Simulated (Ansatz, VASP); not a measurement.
# One calculation of BaTiO3, two programs

The input INCAR:

```
PREC = Accurate
ENCUT = 520
EDIFF = 1E-6
ISMEAR = 0
SIGMA = 0.05
LREAL = Auto
LASPH = True
NELM = 150
ALGO = Normal
ISIF = 2
LWAVE = False
LCHARG = True
LMAXMIX = 4
LDAU = True
LDAUTYPE = 2
LDAUL = -1 2 -1
LDAUU = 0 4 0
LDAUJ = 0 0 0
LDAUPRINT = 1
GGA = PE
LELF = True
LVHAR = True
NBANDS = 73
```

KPOINTS

```
regular mesh
0
Gamma
  7 7 3
```

The input POSCAR:

```
BaTiO3
1.0
    0.0000000000     -4.0288719406      0.0000000000
    0.0000000000      0.0000000000     -4.0288719406
   13.5866158219      0.0000000000      0.0000000000
Ba Ti O
3 3 9
Direct
    0.5000000000      0.5000000000      0.0741182760
    0.5000000000      0.5000000000      0.3706506865
    0.5000000000      0.5000000000      0.6671830971
    0.0000000000      1.0000000000      0.8154493023
    0.0000000000      1.0000000000      0.2223844813
    0.0000000000      1.0000000000      0.5189168918
    1.0000000000      0.0000000000      0.0741182760
    1.0000000000      0.0000000000      0.3706506865
    1.0000000000      0.0000000000      0.6671830971
    0.5000000000      0.0000000000      0.2223844813
    0.5000000000      0.0000000000      0.5189168918
    0.5000000000      0.0000000000      0.8154493023
    0.0000000000      0.5000000000      0.2223844813
    0.0000000000      0.5000000000      0.5189168918
    0.0000000000      0.5000000000      0.8154493023
```

Input for Ansatz:

```yaml
crystal:
  lattice:
    - [0.0, -4.0288719392, 0.0]
    - [0.0, 0.0, -4.0288719392]
    - [13.5866158175, 0.0, 0.0]
  atoms:
    - { symbol: Ba, position: [0.5, 0.5, 0.074118276] }
    - { symbol: Ba, position: [0.5, 0.5, 0.3706506865] }
    - { symbol: Ba, position: [0.5, 0.5, 0.667183097] }
    - { symbol: Ti, position: [1.0, 1.0, 0.8154493023] }
    - { symbol: Ti, position: [1.0, 1.0, 0.2223844813] }
    - { symbol: Ti, position: [1.0, 1.0, 0.5189168918] }
    - { symbol: O, position: [1.0, 0.0, 0.074118276] }
    - { symbol: O, position: [1.0, 0.0, 0.3706506865] }
    - { symbol: O, position: [1.0, 0.0, 0.667183097] }
    - { symbol: O, position: [0.5, 1.0, 0.2223844813] }
    - { symbol: O, position: [0.5, 1.0, 0.5189168918] }
    - { symbol: O, position: [0.5, 1.0, 0.8154493023] }
    - { symbol: O, position: [0.0, 0.5, 0.2223844813] }
    - { symbol: O, position: [0.0, 0.5, 0.5189168918] }
    - { symbol: O, position: [0.0, 0.5, 0.8154493023] }
basis:
  ecutwfc: 420
kpoints:
  mp_grid: { grid: [7, 7, 3] }
hamiltonian:
  xc: pbe
  hubbard: { sites: [{ species: Ti, l: d, u_eff: 4.0 }] }
scf:
  occupations: { method: gaussian, width: 0.05 }
output:
  forces: true
  stress: true
  eigenvalues: true
```

Alike in both runs: task single point; functional PBE; k mesh 7 × 7 × 3; occupations gaussian, width 0.05 eV; no spin polarisation; Hubbard terms Ti d U = 4.0 eV.

|  | VASP | Ansatz |
| --- | --- | --- |
| version | VASP 6.6.1 | Ansatz 0.2.0 |
| potentials or method | VASP PAW PBE potentials, release 64 (Ba_sv, Ti_sv, O), cutoff 520 eV | scalar-relativistic, plane waves, PAW |
| valence electrons in the cell | 120 | 120 |

Ansatz gave:

| Item | Value |
| --- | --- |
| gap on the k mesh at the Fermi level (eV) | 1.65 |
| least direct gap on the mesh (eV) | 1.86 |
| pressure (GPa) | -4.1 |
| traceless stress, the component that is largest in VASP (GPa) | -0.14 |
| rms of the force components (eV/Å) | 0.517 |

Estimate VASP's values.

gap on the k mesh at the Fermi level (eV): 1.71; least direct gap on the mesh (eV): 1.92; pressure (GPa): -1.2; traceless stress, the component that is largest in VASP (GPa): -0.45; rms of the force components (eV/Å): 0.493.

The programs project onto different local orbitals, so the same U acts differently, and such runs can settle in different states. Atom by atom the forces differ by 0.061 eV/Å (rms over components).

Neither program's run includes spin-orbit coupling.
